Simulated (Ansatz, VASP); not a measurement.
GaAs: VASP beside Ansatz

```
Ga As
1.0
     0.00000    2.87509    2.87509
     2.87509    0.00000    2.87509
     2.87509    2.87509    0.00000
Ga As
1 1
Direct
  0.00000 0.00000 0.00000
  0.25000 0.25000 0.25000
```

Alike in both runs: task single point; functional LDA; k mesh 6 × 6 × 6; occupations gaussian, width 0.1 eV; no spin polarisation.

|  | VASP | Ansatz |
| --- | --- | --- |
| version | VASP 6.6.1 | Ansatz 0.2.0 |
| potentials or method | VASP PAW LDA potentials, release 64 (Ga_d, As), cutoff 500 eV | scalar-relativistic, plane waves, PAW |
| valence electrons in the cell | 18 | 28 |

VASP gave:

- gap on the k mesh at the Fermi level (eV): none
- pressure (GPa): -4.5

Problem. What did Ansatz give for the same quantities?

Solution. gap on the k mesh at the Fermi level (eV): none; pressure (GPa): -4.7.

LDA's correlation is that of Perdew and Zunger in VASP and of Perdew and Wang (1992) in Ansatz. A gap of «none» marks a metal or a gap that the smearing closes. VASP's potentials hold 18 valence electrons a cell and Ansatz's 28, so a difference there can come from the potentials and not from the codes.
